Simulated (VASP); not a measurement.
# TaN (CsCl type) (Pm-3m) in VASP: further runs

Runs on TaN (CsCl type). Level: PBE. Tasks: single point, relaxation of cell and atoms.

All numbers are computed with VASP 6.6.1; they aren't measurements. Logs are shortened: lines on timing, memory, paths and dates and some standing lists are left out, and cuts for length are marked.

### Step 1. The cell of the first run

It takes space group Pm-3m (No. 221, cubic). Conventional cell: a = 2.336 Å, b = 2.336 Å, c = 2.336 Å, α = 90.00°, β = 90.00°, γ = 90.00°. Ta (site symmetry m-3m) has 8 N at 2.02 Å and 6 Ta at 2.34 Å within 2.7 Å. N (site symmetry m-3m) has 8 Ta at 2.02 Å and 6 N at 2.34 Å within 2.7 Å.

### Step 2. Single point, PBE

The input, INCAR:

```
PREC     = Accurate       # precision mode
ENCUT    = 520            # plane-wave cutoff, eV
EDIFF    = 1E-6           # SCF threshold, eV
ISMEAR   = -1             # smearing method
SIGMA    = 0.1            # smearing width, eV
LREAL    = F              # projectors in reciprocal space
LASPH    = T              # aspherical terms in the spheres
NELM     = 80             # most SCF steps
ALGO     = Normal         # electronic algorithm
ISIF     = 2              # what is computed and relaxed
LWAVE    = F              # write WAVECAR
LCHARG   = F              # write CHGCAR
GGA      = PE             # functional
NBANDS   = 15             # bands
```

The input, KPOINTS:

```
Automatic mesh
0
Gamma
  16 16 16
```

The input, POSCAR:

```
TaN
1.0
    2.3357350847      0.0000000000      0.0000000000
    0.0000000000      2.3357350847      0.0000000000
    0.0000000000      0.0000000000      2.3357350847
Ta N
1 1
Direct
    0.0000000000      0.0000000000      0.0000000000
    0.5000000000      0.5000000000      0.5000000000
```

Potentials or basis: VASP PAW PBE potentials, release 64 (Ta_pv, N).

The run is started by

```console
cat potpaw_PBE.64/Ta_pv/POTCAR potpaw_PBE.64/N/POTCAR > POTCAR
mpirun -np 1 vasp_std > vasp.out
```

OUTCAR:

```text
PREC = Accurate
   ENCUT = 520
   EDIFF = 1E-6
   ISMEAR = -1
   LREAL = F
   LASPH = T
   NELM = 80
   ISIF = 2
   GGA = PE

 ion  position               nearest neighbor table
   1  0.000  0.000  0.000-   2 2.02   2 2.02   2 2.02   2 2.02   2 2.02   2 2.02   2 2.02   2 2.02

   2  0.500  0.500  0.500-   1 2.02   1 2.02   1 2.02   1 2.02   1 2.02   1 2.02   1 2.02   1 2.02

  LATTYP: Found a simple cubic cell.
 ALAT       =     2.3357350847

  Lattice vectors:

 A1 = (   2.3357350847,   0.0000000000,   0.0000000000)
 A2 = (   0.0000000000,   2.3357350847,   0.0000000000)
 A3 = (   0.0000000000,   0.0000000000,   2.3357350847)

Analysis of symmetry for initial positions (statically):
=====================================================================
 Subroutine PRICEL returns:
 Original cell was already a primitive cell.

 Routine SETGRP: Setting up the symmetry group for a
 simple cubic supercell.

 Subroutine GETGRP returns: Found 48 space group operations
 (whereof 48 operations were pure point group operations)
 out of a pool of 48 trial point group operations.

The static configuration has the point symmetry O_h .

Analysis of symmetry for dynamics (positions and initial velocities):
=====================================================================
 Subroutine PRICEL returns:
 Original cell was already a primitive cell.

 Routine SETGRP: Setting up the symmetry group for a
 simple cubic supercell.

 Subroutine GETGRP returns: Found 48 space group operations
 (whereof 48 operations were pure point group operations)
 out of a pool of 48 trial point group operations.

The dynamic configuration has the point symmetry O_h .

 Subroutine INISYM returns: Found 48 space group operations
 (whereof 48 operations are pure point group operations),
 and found     1 'primitive' translations

----------------------------------------------------------------------------------------

                                     Primitive cell

  volume of cell :      12.7430

  direct lattice vectors                    reciprocal lattice vectors
     2.335735085  0.000000000  0.000000000     0.428130744  0.000000000  0.000000000
     0.000000000  2.335735085  0.000000000     0.000000000  0.428130744  0.000000000
     0.000000000  0.000000000  2.335735085     0.000000000  0.000000000  0.428130744

  length of vectors
     2.335735085  2.335735085  2.335735085     0.428130744  0.428130744  0.428130744

  position of ions in fractional coordinates (direct lattice)
     0.000000000  0.000000000  0.000000000
     0.500000000  0.500000000  0.500000000

  ion indices of the primitive-cell ions
   primitive index   ion index
                 1           1
                 2           2

----------------------------------------------------------------------------------------

 KPOINTS: Automatic mesh

Automatic generation of k-mesh.
 Grid dimensions read from file:
 generate k-points for:   16   16   16

 Generating k-lattice:

  Cartesian coordinates                     Fractional coordinates (reciprocal lattice)
     0.026758172  0.000000000  0.000000000     0.062500000  0.000000000  0.000000000
     0.000000000  0.026758172  0.000000000     0.000000000  0.062500000  0.000000000
     0.000000000  0.000000000  0.026758172     0.000000000  0.000000000  0.062500000

  Length of vectors
     0.026758172  0.026758172  0.026758172

  Shift w.r.t. Gamma in fractional coordinates (k-lattice)
     0.000000000  0.000000000  0.000000000

 Subroutine IBZKPT returns following result:
 ===========================================

 Found    165 irreducible k-points:

 Following reciprocal coordinates:
            Coordinates               Weight
  0.000000  0.000000  0.000000      1.000000
  0.062500  0.000000  0.000000      6.000000
  0.125000  0.000000  0.000000      6.000000
  0.187500  0.000000  0.000000      6.000000
  0.250000  0.000000  0.000000      6.000000
  0.312500  0.000000  0.000000      6.000000
[... 16 lines left out ...]
  0.437500  0.125000  0.000000     24.000000
  0.500000  0.125000  0.000000     12.000000
 [... further k-points ...]
   k-points           NKPTS =    165   k-points in BZ     NKDIM =    165   number of bands    NBANDS=     15
   number of dos      NEDOS =    301   number of ions     NIONS =      2
   total plane-waves  NPLWV =   5832
   dimension x,y,z NGX =    18 NGY =   18 NGZ =   18
   dimension x,y,z NGXF=    36 NGYF=   36 NGZF=   36
   ions per type =               1   1
   NGX,Y,Z   is equivalent  to a cutoff of  12.81, 12.81, 12.81 a.u.
   NGXF,Y,Z  is equivalent  to a cutoff of  25.62, 25.62, 25.62 a.u.
 SYSTEM =  unknown system
   PREC   = accura    normal or accurate (medium, high low for compatibility)
   ISTART =      0    job   : 0-new  1-cont  2-samecut
   ICHARG =      2    charge: 1-file 2-atom 10-const
   ISPIN  =      1    spin polarized calculation?
   LNONCOLLINEAR =      F non collinear calculations
   LSORBIT =      F    spin-orbit coupling
   LASPH  =      T    aspherical Exc in radial PAW
   ENCUT  =  520.0 eV  38.22 Ry    6.18 a.u.   4.34  4.34  4.34*2*pi/ulx,y,z
   NELM   =     80;   NELMIN=  2; NELMDL= -5     # of ELM steps
   EDIFF  = 0.1E-05   stopping-criterion for ELM
   LREAL  =      F    real-space projection
   EDIFFG = 0.1E-04   stopping-criterion for IOM
   NSW    =      0    number of steps for IOM
   IBRION =     -1    ionic relax: 0-MD 1-quasi-New 2-CG
   NFREE  =      0    steps in history (QN), initial steepest desc. (CG)
   ISIF   =      2    stress and relaxation
   ISYM   =      2    0-nonsym 1-usesym 2-fastsym
   POTIM  = 0.5000    time-step for ionic-motion
   TEBEG  =    0.0;   TEEND  =   0.0 temperature during run
   PSTRESS=    0.0 pullay stress
   NELECT =      16.0000    total number of electrons
   NUPDOWN=      -1.0000    fix difference up-down
   EMIN   =  10.00;   EMAX   =-10.00  energy-range for DOS
   EFERMI =   0.00;   METHOD = LEGACY
   ISMEAR =    -1;   SIGMA  =   0.10  broadening in eV -4-tet -1-fermi 0-gaus
   EFERMI_NEDOS =   21; number of points for ismear=-14 and -15
   IALGO  =     38    algorithm
   IMIX   =      4    mixing-type and parameters
     AMIX     =   0.40;   BMIX     =  1.00
     AMIX_MAG =   1.60;   BMIX_MAG =  1.00
  volume/ion in A,a.u.               =       6.37        43.00
  Fermi-wavevector in a.u.,A,eV,Ry     =   1.766138  3.337516 42.439872  3.119243
  Thomas-Fermi vector in A             =   2.833780
   LORBIT       =      0    0 simple, 1 ext, 2 COOP (PROOUT), +10 PAW based schemes
   GGA     = PE    functional components
[... 5 lines left out ...]
 non-spin polarized calculation
  energy-cutoff  :      520.00
  volume of cell :       12.74
 maximum number of plane-waves:       360
 NGX is ok and might be reduce to    18
   NGX =  9   NGY =  9   NGZ =  9

 number of electron      16.0000002 magnetization

 Free energy of the ion-electron system (eV)
  ---------------------------------------------------
  ext. energy  EPLUGINS =         0.00000000
  ---------------------------------------------------
  free energy    TOTEN  =       -13.46264820 eV

  energy without entropy =      -13.45737129  energy(sigma->0) =      -13.46000974

 E-fermi :  16.3408     XC(G=0): -16.5687

 val. band max:       16.3172170874   @ k =   0.4375   0.2500   0.2500
 cond. band min:      16.3624643081   @ k =   0.5000   0.2500   0.2500
 fundamental gap:      0.0452472207
 Fermi energy:        16.3408039686

 k-point     1 :       0.0000    0.0000    0.0000
  band No.  band energies     occupation
      1     -18.4876      2.00000
      2     -18.4876      2.00000
      3     -18.4876      2.00000
      4      -6.9482      2.00000
      5       7.2841      2.00000
      6       7.2841      2.00000
      7      12.4854      2.00000
      8      12.4854      2.00000
      9      12.4854      2.00000
     10      22.8411      0.00000
     11      22.8411      0.00000
     12      22.8411      0.00000
     13      27.0236      0.00000
     14      29.6431      0.00000
     15      37.9921      0.00000

 k-point     2 :       0.0625    0.0000    0.0000
  band No.  band energies     occupation
      1     -18.7676      2.00000
      2     -18.4646      2.00000
      3     -18.4646      2.00000
      4      -6.7174      2.00000
      5       7.3542      2.00000
      6       7.4512      2.00000
      7      12.2920      2.00000
      8      12.2920      2.00000
      9      12.4104      2.00000
     10      22.8887      0.00000
     11      22.9153      0.00000
     12      22.9153      0.00000
     13      27.2358      0.00000
     14      29.6475      0.00000
     15      36.6520      0.00000

 k-point     3 :       0.1250    0.0000    0.0000
  band No.  band energies     occupation
      1     -19.5034      2.00000
      2     -18.3985      2.00000
      3     -18.3985      2.00000
      4      -6.1048      2.00000
      5       7.5594      2.00000
      6       7.6867      2.00000
      7      11.7599      2.00000
      8      11.7599      2.00000
      9      12.4981      2.00000
     10      23.0266      0.00000
     11      23.1309      0.00000
     12      23.1309      0.00000
     13      27.7850      0.00000
     14      29.6640      0.00000
     15      34.2354      0.00000

 k-point     4 :       0.1875    0.0000    0.0000
  band No.  band energies     occupation
      1     -20.4771      2.00000
      2     -18.2979      2.00000
      3     -18.2979      2.00000
      4      -5.2621      2.00000
      5       7.3808      2.00000
      6       7.8835      2.00000
      7      11.0071      2.00000
      8      11.0071      2.00000
      9      13.4350      2.00000
     10      23.2395      0.00000
     11      23.4688      0.00000
     12      23.4688      0.00000
     13      28.4803      0.00000
     14      29.7087      0.00000
     15      31.7966      0.00000
[... 307 lines left out ...]
 k-point    22 :       0.3750    0.1250    0.0000
  band No.  band energies     occupation
      1     -22.9402      2.00000
      2     -18.8089      2.00000
      3     -17.8709      2.00000
      4      -2.2092      2.00000
      5       3.9484      2.00000
      6       8.4773      2.00000
      7       9.0602      2.00000
      8      10.3822      2.00000
      9      20.3848      0.00000
     10      21.6519      0.00000
     11      23.4990      0.00000
     12      24.8406      0.00000
     13      28.2227      0.00000
     14      29.5071      0.00000
     15      31.1798      0.00000

 k-point    23 :       0.4375    0.1250    0.0000
  band No.  band energies     occupation
      1     -23.3774      2.00000
      2     -18.7191      2.00000
      3     -17.7998      2.00000
      4      -1.5954      2.00000
      5       3.1798      2.00000
      6       8.2357      2.00000
      7       8.7036      2.00000
      8      10.4742      2.00000
      9      22.1386      0.00000
     10      22.1619      0.00000
     11      23.8325      0.00000
     12      24.3478      0.00000
     13      27.3995      0.00000
     14      29.5395      0.00000
     15      32.2948      0.00000

 k-point    24 :       0.5000    0.1250    0.0000
  band No.  band energies     occupation
      1     -23.5266      2.00000
      2     -18.6871      2.00000
      3     -17.7746      2.00000
      4      -1.3429      2.00000
      5       2.8759      2.00000
      6       8.1312      2.00000
      7       8.5788      2.00000
      8      10.5240      2.00000
      9      22.4491      0.00000
     10      22.7906      0.00000
     11      23.9402      0.00000
     12      24.0630      0.00000
     13      27.1183      0.00000
     14      29.5514      0.00000
     15      33.7029      0.00000

 [... further k-points ...]

------------------------ aborting loop because EDIFF is reached ----------------------------------------

  FORCE on cell =-STRESS in cart. coord.  units (eV):
  Direction    XX          YY          ZZ          XY          YZ          ZX
  --------------------------------------------------------------------------------------
  -------------------------------------------------------------------------------------
  Total       35.9044142     35.9044142     35.9044142     -0.0000000      0.0000000      0.0000000
  in kB     4514.2715015   4514.2715015   4514.2715015     -0.0000000      0.0000000      0.0000000
  external PRESSURE =    4514.2715015 kB  Pullay stress =       0.0000000 kB

 VOLUME and BASIS-vectors are now :
 -----------------------------------------------------------------------------
  energy-cutoff  :      520.00
  volume of cell :       12.74
      direct lattice vectors                 reciprocal lattice vectors
     2.335735085  0.000000000  0.000000000     0.428130744  0.000000000  0.000000000
     0.000000000  2.335735085  0.000000000     0.000000000  0.428130744  0.000000000
     0.000000000  0.000000000  2.335735085     0.000000000  0.000000000  0.428130744

 POSITION                                       TOTAL-FORCE (eV/Angst)
 -----------------------------------------------------------------------------------
      0.00000      0.00000      0.00000         0.000000      0.000000      0.000000
      1.16787      1.16787      1.16787         0.000000      0.000000      0.000000
 -----------------------------------------------------------------------------------
    total drift:                                0.000000     -0.000000      0.000000

  FREE ENERGIE OF THE ION-ELECTRON SYSTEM (eV)
  ---------------------------------------------------
  free  energy   TOTEN  =       -13.4626482009 eV

  energy  without entropy=      -13.4573712860  energy(sigma->0) =      -13.46000974
```

Wall time 11 s (1 thread of Intel Xeon 6975P-C (Granite Rapids), shared host); peak memory 0.14 GiB.

Results:

| Item | Value |
| --- | --- |
| Free energy | -13.4626 eV |
| Pressure | 451.4 GPa |
| Band gap on the k mesh | zero (band 8 reaches 27.17 eV, above the bottom of band 9 at 12.41 eV) |

Caveat: spin-orbit coupling is left out, which moves the levels of the heavy elements.

(Continued in part 2 of 2.)
